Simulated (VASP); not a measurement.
# CoO in VASP: single point with PBE

Aim: the single point of CoO with PBE.

Everything below comes from runs of VASP 6.6.1. Logs are shortened: lines on timing, memory, paths and dates and some standing lists are left out, and cuts for length are marked.

## Step 1: The cell of the first run

The cell holds a slab with vacuum, 8 atoms: a = 3.167 Å, b = 3.167 Å, c = 25.669 Å, α = 90.00°, β = 90.00°, γ = 120.00°.

## Step 2: Single point, PBE, collinear spin, antiferromagnetic start

INCAR

```
PREC     = Accurate       # precision mode
ENCUT    = 520            # plane-wave cutoff, eV
EDIFF    = 1E-6           # SCF threshold, eV
ISMEAR   = 0              # smearing method
SIGMA    = 0.05           # smearing width, eV
LREAL    = False          # projectors in reciprocal space
LASPH    = True           # aspherical terms in the spheres
NELM     = 150            # most SCF steps
ALGO     = Normal         # electronic algorithm
ISIF     = 2              # what is computed and relaxed
LWAVE    = False          # write WAVECAR
LCHARG   = False          # write CHGCAR
ISPIN    = 2              # spin polarisation
MAGMOM   = -0.17 0.17 -0.17 0.17 -2.32 2.32 -2.32 2.32 # initial moments
LORBIT   = 11             # projections on sites
LMAXMIX  = 4              # l up to which the mixer works
LDIPOL   = True         
IDIPOL   = 3            
DIPOL    = 0.5 0.5 0.499
GGA      = PE             # functional
NBANDS   = 44             # bands
```

KPOINTS

```
Automatic mesh
0
Gamma
  9 9 1
```

POSCAR

```
CoO
1.0
    3.1673863795      0.0000000000      0.0000000000
   -1.5836931898      2.7430370683      0.0000000000
    0.0000000000      0.0000000000     25.6692910985
O Co
4 4
Direct
    0.3333333333      0.6666666667      0.3311349724
    0.0000000000      0.0000000000      0.4341471610
    0.3333333333      0.6666666667      0.5369339942
    0.0000000000      0.0000000000      0.6447575941
    0.0000000000      0.0000000000      0.3598283209
    0.3333333333      0.6666666667      0.4628405596
    0.0000000000      0.0000000000      0.5675407832
    0.3333333333      0.6666666667      0.6581837011
```

Potentials or basis: VASP PAW PBE potentials, release 64 (O, Co).

The run is started by

```console
cat potpaw_PBE.64/O/POTCAR potpaw_PBE.64/Co/POTCAR > POTCAR
mpirun -np 1 vasp_std > vasp.out
```

OUTCAR:

```text
PREC = Accurate
   ENCUT = 520
   EDIFF = 1E-6
   ISMEAR = 0
   LREAL = False
   LASPH = True
   NELM = 150
   ISIF = 2
   ISPIN = 2
   LORBIT = 11
   GGA = PE

 ion  position               nearest neighbor table
   1  0.333  0.667  0.331-   5 1.97   5 1.97   5 1.97
   2  0.000  0.000  0.434-   5 1.91   6 1.97   6 1.97   6 1.97
   3  0.333  0.667  0.537-   6 1.90   7 1.99   7 1.99   7 1.99
   4  0.000  0.000  0.645-   8 1.86   8 1.86   8 1.86   7 1.98
   5  0.000  0.000  0.360-   2 1.91   1 1.97   1 1.97   1 1.97
   6  0.333  0.667  0.463-   3 1.90   2 1.97   2 1.97   2 1.97
   7  0.000  0.000  0.568-   4 1.98   3 1.99   3 1.99   3 1.99   8 2.96   8 2.96   8 2.96
   8  0.333  0.667  0.658-   4 1.86   4 1.86   4 1.86   7 2.96   7 2.96   7 2.96

  LATTYP: Found a hexagonal cell.
 ALAT       =     3.1673863795
 C/A-ratio  =     8.1042500102

  Lattice vectors:

 A1 = (   3.1673863795,   0.0000000000,   0.0000000000)
 A2 = (  -1.5836931898,   2.7430370683,   0.0000000000)
 A3 = (   0.0000000000,   0.0000000000,  25.6692910985)

Analysis of symmetry for initial positions (statically):
=====================================================================
 Subroutine PRICEL returns:
 Original cell was already a primitive cell.

 Routine SETGRP: Setting up the symmetry group for a
 hexagonal supercell.

 Subroutine GETGRP returns: Found  6 space group operations
 (whereof  6 operations were pure point group operations)
 out of a pool of 24 trial point group operations.

The static configuration has the point symmetry C_3v.

Analysis of symmetry for dynamics (positions and initial velocities):
=====================================================================
 Subroutine PRICEL returns:
 Original cell was already a primitive cell.

 Routine SETGRP: Setting up the symmetry group for a
 hexagonal supercell.

 Subroutine GETGRP returns: Found  6 space group operations
 (whereof  6 operations were pure point group operations)
 out of a pool of 24 trial point group operations.

The dynamic configuration has the point symmetry C_3v.

Analysis of structural, dynamic, and magnetic symmetry:
=====================================================================
 Subroutine PRICEL returns:
 Original cell was already a primitive cell.

 Routine SETGRP: Setting up the symmetry group for a
 hexagonal supercell.

 Subroutine GETGRP returns: Found  6 space group operations
 (whereof  6 operations were pure point group operations)
 out of a pool of 24 trial point group operations.

The overall configuration has the point symmetry C_3v.

 Subroutine INISYM returns: Found  6 space group operations
 (whereof  6 operations are pure point group operations),
 and found     1 'primitive' translations

----------------------------------------------------------------------------------------

                                     Primitive cell

  volume of cell :     223.0214

  direct lattice vectors                    reciprocal lattice vectors
     3.167386379  0.000000000  0.000000000     0.315717718  0.182279710  0.000000000
    -1.583693190  2.743037068  0.000000000     0.000000000  0.364559419  0.000000000
     0.000000000  0.000000000 25.669291099     0.000000000  0.000000000  0.038957056

  length of vectors
     3.167386379  3.167386380 25.669291099     0.364559419  0.364559419  0.038957056

  position of ions in fractional coordinates (direct lattice)
     0.333333333  0.666666667  0.331134972
     0.000000000  0.000000000  0.434147161
     0.333333333  0.666666667  0.536933994
     0.000000000  0.000000000  0.644757594
     0.000000000  0.000000000  0.359828321
     0.333333333  0.666666667  0.462840560
     0.000000000  0.000000000  0.567540783
     0.333333333  0.666666667  0.658183701

  ion indices of the primitive-cell ions
   primitive index   ion index
                 1           1
                 2           2
                 3           3
                 4           4
                 5           5
                 6           6
                 7           7
                 8           8

----------------------------------------------------------------------------------------

 KPOINTS: Automatic mesh

Automatic generation of k-mesh.
 Grid dimensions read from file:
 generate k-points for:    9    9    1

 Generating k-lattice:

  Cartesian coordinates                     Fractional coordinates (reciprocal lattice)
     0.035079746  0.020253301  0.000000000     0.111111111  0.000000000  0.000000000
     0.000000000  0.040506602  0.000000000     0.000000000  0.111111111  0.000000000
     0.000000000  0.000000000  0.038957056     0.000000000  0.000000000  1.000000000

  Length of vectors
     0.040506602  0.040506602  0.038957056

  Shift w.r.t. Gamma in fractional coordinates (k-lattice)
     0.000000000  0.000000000  0.000000000

 Subroutine IBZKPT returns following result:
 ===========================================

 Found     12 irreducible k-points:

 Following reciprocal coordinates:
            Coordinates               Weight
  0.000000  0.000000  0.000000      1.000000
  0.111111  0.000000  0.000000      6.000000
  0.222222  0.000000  0.000000      6.000000
  0.333333  0.000000  0.000000      6.000000
  0.444444  0.000000  0.000000      6.000000
  0.111111  0.111111  0.000000      6.000000
  0.222222  0.111111  0.000000     12.000000
  0.333333  0.111111  0.000000     12.000000
  0.444444  0.111111  0.000000      6.000000
  0.222222  0.222222  0.000000      6.000000
  0.333333  0.222222  0.000000     12.000000
  0.333333  0.333333  0.000000      2.000000
   k-points           NKPTS =     12   k-points in BZ     NKDIM =     12   number of bands    NBANDS=     44
   number of dos      NEDOS =    301   number of ions     NIONS =      8
   total plane-waves  NPLWV = 110592
   dimension x,y,z NGX =    24 NGY =   24 NGZ =  192
   dimension x,y,z NGXF=    48 NGYF=   48 NGZF=  384
   ions per type =               4   4
   NGX,Y,Z   is equivalent  to a cutoff of  12.60, 12.60, 12.43 a.u.
   NGXF,Y,Z  is equivalent  to a cutoff of  25.19, 25.19, 24.87 a.u.
 SYSTEM =  unknown system
   PREC   = accura    normal or accurate (medium, high low for compatibility)
   ISTART =      0    job   : 0-new  1-cont  2-samecut
   ICHARG =      2    charge: 1-file 2-atom 10-const
   ISPIN  =      2    spin polarized calculation?
   LNONCOLLINEAR =      F non collinear calculations
   LSORBIT =      F    spin-orbit coupling
   LASPH  =      T    aspherical Exc in radial PAW
   ENCUT  =  520.0 eV  38.22 Ry    6.18 a.u.   5.89  5.89 47.73*2*pi/ulx,y,z
   NELM   =    150;   NELMIN=  2; NELMDL= -5     # of ELM steps
   EDIFF  = 0.1E-05   stopping-criterion for ELM
   LREAL  =      F    real-space projection
   EDIFFG = 0.1E-04   stopping-criterion for IOM
   NSW    =      0    number of steps for IOM
   IBRION =     -1    ionic relax: 0-MD 1-quasi-New 2-CG
   NFREE  =      0    steps in history (QN), initial steepest desc. (CG)
   ISIF   =      2    stress and relaxation
   ISYM   =      2    0-nonsym 1-usesym 2-fastsym
   POTIM  = 0.5000    time-step for ionic-motion
   TEBEG  =    0.0;   TEEND  =   0.0 temperature during run
   PSTRESS=    0.0 pullay stress
   NELECT =      60.0000    total number of electrons
   NUPDOWN=      -1.0000    fix difference up-down
   EMIN   =  10.00;   EMAX   =-10.00  energy-range for DOS
   EFERMI =   0.00;   METHOD = LEGACY
   ISMEAR =     0;   SIGMA  =   0.05  broadening in eV -4-tet -1-fermi 0-gaus
   EFERMI_NEDOS =   21; number of points for ismear=-14 and -15
   IALGO  =     38    algorithm
   IMIX   =      4    mixing-type and parameters
     AMIX     =   0.40;   BMIX     =  1.00
     AMIX_MAG =   1.60;   BMIX_MAG =  1.00
  volume/ion in A,a.u.               =      27.88       188.13
  Fermi-wavevector in a.u.,A,eV,Ry     =   1.056841  1.997140 15.196527  1.116913
  Thomas-Fermi vector in A             =   2.192092
   LORBIT       =     11    0 simple, 1 ext, 2 COOP (PROOUT), +10 PAW based schemes
   GGA     = PE    functional components
   LHFCALC =     F    Hartree Fock is set to
   AEXX    =    0.0000 exact exchange contribution
   IVDW    =     0    specifies the selected vdW correction
   LEPSILON=     F    determine dielectric tensor
   LRPA    =     F    only Hartree local field effects (RPA)
 spin polarized calculation
 Gauss-broadening in eV      SIGMA  =   0.05
  energy-cutoff  :      520.00
  volume of cell :      223.02
 maximum number of plane-waves:      6040
 NGX is ok and might be reduce to    24
   NGX = 11   NGY = 11   NGZ = 95

 dipolmoment           0.000000      0.000000      0.131037 electrons x Angstroem

 number of electron      60.0000007 magnetization       0.1312940

 number of electron      60.0000007 magnetization      -1.3889225

 dipolmoment           0.000000      0.000000     -0.121693 electrons x Angstroem

 Free energy of the ion-electron system (eV)
  ---------------------------------------------------
  ext. energy  EPLUGINS =         0.00000000
  ---------------------------------------------------
  free energy    TOTEN  =       -52.28532166 eV

  energy without entropy =      -52.27533806  energy(sigma->0) =      -52.28032986

 E-fermi :  -0.8316     XC(G=0):  -5.1036

 val. band max:       -0.8350587520   @ k =   0.1111   0.0000   0.0000
 cond. band min:      -0.8278092340   @ k =   0.1111   0.1111   0.0000
 fundamental gap:      0.0072495181
 Fermi energy:        -0.8316269229

 spin component 1

 k-point     1 :       0.0000    0.0000    0.0000
  band No.  band energies     occupation
      1     -21.4769      1.00000
      2     -20.5726      1.00000
      3     -20.1188      1.00000
      4     -18.3415      1.00000
      5      -7.8717      1.00000
      6      -7.7734      1.00000
[... 529 lines left out ...]
     41       6.9574      0.00000
     42       7.3018      0.00000
 Fermi energy:        -0.8316269229

 spin component 2

 k-point     1 :       0.0000    0.0000    0.0000
  band No.  band energies     occupation
      1     -21.3413      1.00000
      2     -20.5583      1.00000
      3     -20.1988      1.00000
      4     -19.0097      1.00000
      5      -7.9120      1.00000
      6      -7.4654      1.00000
[... 529 lines left out ...]
     41       6.9099      0.00000
     42       7.0904      0.00000
 [bands above 42 left out]

------------------------ aborting loop because EDIFF is reached ----------------------------------------

 vacuum level on the upper side and lower side of the slab       (xc-potential included)        -1.199         1.279

  FORCE on cell =-STRESS in cart. coord.  units (eV):
  Direction    XX          YY          ZZ          XY          YZ          ZX
  --------------------------------------------------------------------------------------
  -------------------------------------------------------------------------------------
  Total       -2.9580133     -2.9580133     -1.2965513      0.0000000      0.0000000      0.0000000
  in kB      -21.2502528    -21.2502528     -9.3143747      0.0000000      0.0000000      0.0000000
  external PRESSURE =     -17.2716268 kB  Pullay stress =       0.0000000 kB

 VOLUME and BASIS-vectors are now :
 -----------------------------------------------------------------------------
  energy-cutoff  :      520.00
  volume of cell :      223.02
      direct lattice vectors                 reciprocal lattice vectors
     3.167386379  0.000000000  0.000000000     0.315717718  0.182279710  0.000000000
    -1.583693190  2.743037068  0.000000000     0.000000000  0.364559419  0.000000000
     0.000000000  0.000000000 25.669291099     0.000000000  0.000000000  0.038957056

 POSITION                                       TOTAL-FORCE (eV/Angst)
 -----------------------------------------------------------------------------------
     -0.00000      1.82869      8.50000         0.000000     -0.000000      1.760977
      0.00000      0.00000     11.14425         0.000000     -0.000000      0.248816
     -0.00000      1.82869     13.78271         0.000000      0.000000      0.046418
      0.00000      0.00000     16.55047        -0.000000     -0.000000     -0.019431
      0.00000      0.00000      9.23654         0.000000     -0.000000     -1.887676
     -0.00000      1.82869     11.88079         0.000000     -0.000000     -0.113576
      0.00000      0.00000     14.56837        -0.000000     -0.000000     -0.047011
     -0.00000      1.82869     16.89511        -0.000000      0.000000      0.011481
 -----------------------------------------------------------------------------------
    total drift:                                0.000001     -0.000001      0.001082

  FREE ENERGIE OF THE ION-ELECTRON SYSTEM (eV)
  ---------------------------------------------------
  free  energy   TOTEN  =       -52.2853216637 eV

  energy  without entropy=      -52.2753380612  energy(sigma->0) =      -52.28032986

 vacuum level on the upper side and lower side of the slab         3.566         6.068

 total charge

# of ion       s       p       d       tot
------------------------------------------
    1        1.571   3.326   0.000   4.896
    2        1.557   3.432   0.000   4.988
    3        1.556   3.426   0.000   4.982
    4        1.555   3.449   0.000   5.004
    5        0.361   0.443   7.107   7.911
    6        0.349   0.434   7.216   7.998
    7        0.328   0.400   7.212   7.940
    8        0.379   0.431   7.357   8.168
--------------------------------------------------
tot          7.655  15.341  28.892  51.888

 magnetization (x)

# of ion       s       p       d       tot
------------------------------------------
    1       -0.013  -0.362   0.000  -0.375
    2        0.008   0.122   0.000   0.130
    3       -0.013  -0.157   0.000  -0.170
    4        0.005   0.072   0.000   0.078
    5       -0.010  -0.049  -2.325  -2.385
    6        0.007   0.040   2.180   2.227
    7       -0.009  -0.038  -2.269  -2.317
    8        0.010   0.023   1.528   1.561
--------------------------------------------------
tot         -0.016  -0.348  -0.887  -1.251
```

It took 8.5 min on 1 thread of Intel Xeon Platinum 8488C (Sapphire Rapids), shared host; peak memory 0.49 GiB.

What came out:

```yaml
Free_energy: -52.2853 eV
Largest_force: 1.888 eV/Å
Net_moment: -1.39 μB per cell
Site_moments: O -0.38, +0.13, -0.17, +0.08; Co -2.38, +2.23, -2.32, +1.56 μB
Valence_electrons_inside_the_program's_atomic_spheres: O 4.90, 4.99, 4.98, 5.00; Co 7.91, 8.00, 7.94, 8.17
```

Forces in eV/Å, atoms in the order of the input:
```
O    0.000  0.000  1.761
O    0.000  0.000  0.249
O    0.000  0.000  0.046
O    0.000  0.000 -0.019
Co   0.000  0.000 -1.888
Co   0.000  0.000 -0.114
Co   0.000  0.000 -0.047
Co   0.000  0.000  0.011
```

Caveat: semilocal functionals often make such compounds metallic where correlation or magnetic order opens a gap, which also shifts bond lengths.
